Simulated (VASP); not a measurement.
The system is Gd.

```xyz
1
Lattice="0.0000 2.5500 2.5500 2.5500 0.0000 2.5500 2.5500 2.5500 0.0000" Properties=species:S:1:pos:R:3 pbc="T T T"
Gd    0.0000    0.0000    0.0000
```

This isn't the form of Gd at room conditions, which is hcp.

```yaml
Program: VASP 6.6.1
Task: relaxation of cell and atoms
Functional: r2SCAN
Potentials_or_basis: VASP PAW PBE potentials, release 64 (Gd)
Cutoff: 800 eV
k_mesh: 8 × 8 × 8
Occupations: methfessel-paxton, width 0.05 eV
Spin: collinear spin, ferromagnetic start
Starting_moments: "[7.0] μB"
```

At the start: pressure 2.4 GPa; volume 33.16 Å³/atom.

Task: How do energy, volume and symmetry change on relaxing?

Result: Over 3 steps the energy falls by 14.6 meV/atom and the volume is 35.14 Å³/atom (+6.0 %); space group Fm-3m (No. 225, to 0.1 Å) before and after; moment 8.19 μB per cell.

Step by step:
| step | energy change (eV) | largest force (eV/Å) | pressure (GPa) | volume (Å³) |
| --- | --- | --- | --- | --- |
| 1 | 0.0000 | 0.0000 | 2.43 | 33.16 |
| 2 | -0.0138 | 0.0000 | -0.55 | 35.64 |
| 3 | -0.0146 | 0.0000 | 0.01 | 35.14 |

Final structure:
```xyz
1
Lattice="0.0000 2.5998 2.5998 2.5998 0.0000 2.5998 2.5998 2.5998 0.0000" Properties=species:S:1:pos:R:3 pbc="T T T"
Gd    0.0000    0.0000    0.0000
```

Caveat: the PAW data sets were made with another functional, which shifts forces and pressure a little; semilocal functionals describe open f shells poorly, which spoils levels, moments and volumes.
